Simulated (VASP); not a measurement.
Input of a VASP 6.6.1 run:

Contents of INCAR:

```
SYSTEM = Ga12O19
PREC = Accurate
ENCUT = 520
EDIFF = 1E-6
ISMEAR = -1
SIGMA = 0.01
LREAL = Auto
LASPH = .TRUE.
NELM = 100
ALGO = Normal
ISIF = 2
LWAVE = .FALSE.
LCHARG = .FALSE.
GGA = PE
NELECT = 272.0
NBANDS = 156
```

File KPOINTS:

```
Automatic mesh
0
Gamma
  1 1 1
  0.25 0.25 0.25
```

File POSCAR:

```
Ga12O19
1.0
    0.0000000000      9.2496621800      0.0000000000
   -1.3977182400      0.0000000000      5.7085775500
    6.2279771500     -1.5416103600      0.0067278600
Ga O
12 19
Direct
    0.1137302390      0.6807250102      0.6763649997
    0.2247308309      0.3454790490      0.3023333778
    0.3033640791      0.2133133921      0.8014374329
    0.0200651816      0.7906099366      0.1731404761
    0.4499722057      0.6954874943      0.6940845241
    0.5443536165      0.3404559720      0.3138711776
    0.6386202391      0.2194637513      0.8337207031
    0.3625761479      0.8153790456      0.1759081863
    0.7738420333      0.6848037714      0.6772680150
    0.8925137612      0.2226447531      0.3310355165
    0.9721712515      0.1988934665      0.8359600398
    0.7080416596      0.7984403905      0.1929457460
    0.1718258057      0.7296808384      0.0055511150
    0.1707465486      0.2697600297      0.9750426772
    0.2800147100      0.4492509852      0.6499706404
    0.0770450061      0.5714732393      0.3514780992
    0.0822390658      0.1178675536      0.2801677957
    0.2803236978      0.8976400024      0.6750191439
    0.5044397351      0.7533541142      0.0128742904
    0.4915401046      0.2752648651      0.9853312841
    0.5974813432      0.4382526224      0.6569575619
    0.3922251147      0.5871173671      0.3488448337
    0.3856336217      0.1274121830      0.3232338982
    0.6102439957      0.9058892252      0.6819562422
    0.8226423588      0.6843953833     -0.0209755248
    0.8327706856      0.2385703245      1.0059367501
    0.9425933945      0.4026166757      0.6380162572
    0.7028038736      0.5783378515      0.3624517736
    0.6864043856      0.1251989705      0.2999419940
    0.9573375965      0.8760189106      0.7483975130
    0.8995139789      0.9102035631      0.3706043016
```

Potentials or basis: VASP PAW PBE potentials, release 64 (Ga_d, O).

The run is started by

```bash
$ cat potpaw_PBE.64/Ga_d/POTCAR potpaw_PBE.64/O/POTCAR > POTCAR
$ mpirun -np 1 vasp_std > vasp.out
```

Task: What does it give for the largest force?

Result: 0.069 eV/Å.

Forces in eV/Å, atoms in the order of the input:
```
Ga  -0.008 -0.024 -0.004
Ga  -0.008 -0.006 -0.004
Ga  -0.002 -0.002  0.005
Ga  -0.003  0.029 -0.011
Ga  -0.007  0.004  0.002
Ga  -0.015  0.012 -0.002
Ga  -0.003  0.011  0.011
Ga   0.008 -0.002  0.007
Ga  -0.014  0.029 -0.018
Ga  -0.014 -0.004  0.067
Ga  -0.005 -0.001 -0.011
Ga   0.001 -0.024 -0.020
O   -0.004 -0.001 -0.014
O   -0.001  0.019  0.009
O    0.003  0.001 -0.004
O   -0.010 -0.020 -0.011
O   -0.002  0.024 -0.002
O   -0.020 -0.003  0.005
O   -0.001 -0.002 -0.002
O    0.016 -0.013  0.008
O    0.010 -0.002 -0.004
O   -0.010  0.000  0.011
O    0.026  0.004 -0.022
O   -0.021 -0.001  0.003
O   -0.010 -0.010 -0.026
O    0.021 -0.008  0.009
O    0.009 -0.009  0.035
O   -0.012  0.009 -0.013
O    0.001 -0.018 -0.004
O    0.018  0.006  0.021
O    0.060  0.002 -0.019
```

Caveat: the k points lie up to 1.10 Å⁻¹ apart, too coarse for converged energies, forces and pressures; the cell carries a net charge on a neutralising background, which shifts energy and pressure.
